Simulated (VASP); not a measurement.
Write the native input for VASP 6.6.1 that does the following.

| Property | Result |
| --- | --- |
| Task | single point |
| Functional | PBE |
| Dispersion | D3(BJ) |
| Potentials or basis | VASP PAW PBE potentials, release 64 (B, N) |
| Cutoff | 520 eV |
| k mesh | 12 × 12 × 1 |
| Occupations | gaussian, width 0.05 eV |
| Spin | no spin polarisation |
| Dipole correction | yes |
| Further INCAR settings | ALGO = Normal; EDIFF = 1e-06; NBANDS = 16 |

The structure of BN lies in POSCAR:

```
BN
1.0
    2.5087622849      0.0000000000      0.0000000000
   -1.2543811425      2.1726518708      0.0000000000
    0.0000000000      0.0000000000     17.5000000000
B N
2 2
Direct
    0.0000000000      0.0000000000      0.2571428571
    0.3333333333      0.6666666667      0.4702857143
    0.6666666667      0.3333333333      0.2571428571
    1.0000000000      1.0000000000      0.4702857143
```

These files were run (other wordings do the same):

INCAR

```
ALGO = Normal
DIPOL = 0.5 0.5 0.364
EDIFF = 1E-6
ENCUT = 520
GGA = PE
IDIPOL = 3
ISIF = 2
ISMEAR = 0
IVDW = 12
LASPH = True
LCHARG = False
LDIPOL = True
LREAL = False
LWAVE = False
NBANDS = 16
NELM = 80
PREC = Accurate
SIGMA = 0.05
```

KPOINTS

```
k-points
0
Gamma
  12 12 1
```

Potentials or basis: VASP PAW PBE potentials, release 64 (B, N).

Command:

```console
$ cat potpaw_PBE.64/B/POTCAR potpaw_PBE.64/N/POTCAR > POTCAR
$ mpirun -np 1 vasp_std > vasp.out
```

It gave:

```yaml
Largest_force: 0.035 eV/Å
Band_gap_on_the_k_mesh: 4.60 eV, indirect (least direct gap 4.62 eV)
Dispersion_energy_per_atom: -0.098 eV
```

It took 24 s on 1 thread of Intel(R) Xeon(R) 6975P-C (Granite Rapids) (shared host), peak memory 0.23 GiB.
